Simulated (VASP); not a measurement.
Here is a VASP 6.6.1 calculation.

Contents of INCAR:

```
ALGO = Normal
EDIFF = 1E-6
ENCUT = 520
GGA = RP
ISIF = 2
ISMEAR = -1
IVDW = 13
LASPH = True
LCHARG = True
LELF = True
LREAL = False
LVHAR = True
LWAVE = False
NBANDS = 11
NELM = 60
PREC = Accurate
SIGMA = 0.05
```

Contents of KPOINTS:

```
k-points
0
Gamma
  10 10 10
```

File POSCAR:

```
BAs
1.0
    0.0000000000      2.4199312360      2.4199312360
    2.4199312360      0.0000000000      2.4199312360
    2.4199312360      2.4199312360      0.0000000000
As B
1 1
Direct
    0.7500000000      0.7500000000      0.7500000000
    0.0000000000      0.0000000000      0.0000000000
```

Potentials or basis: VASP PAW PBE potentials, release 64 (As, B).

Command:

```bash
$ cat potpaw_PBE.64/As/POTCAR potpaw_PBE.64/B/POTCAR > POTCAR
$ mpirun -np 1 vasp_std > vasp.out
```

Question: Estimate the pressure.

Answer: -8.7 GPa.

Question: Estimate the band gap on the k mesh.

Answer: 1.25 eV, indirect (least direct gap 3.23 eV).

Caveat: the PAW data sets were made with another functional, which shifts forces and pressure a little. RPBE gaps usually lie below the measured ones, often by a third to a half.
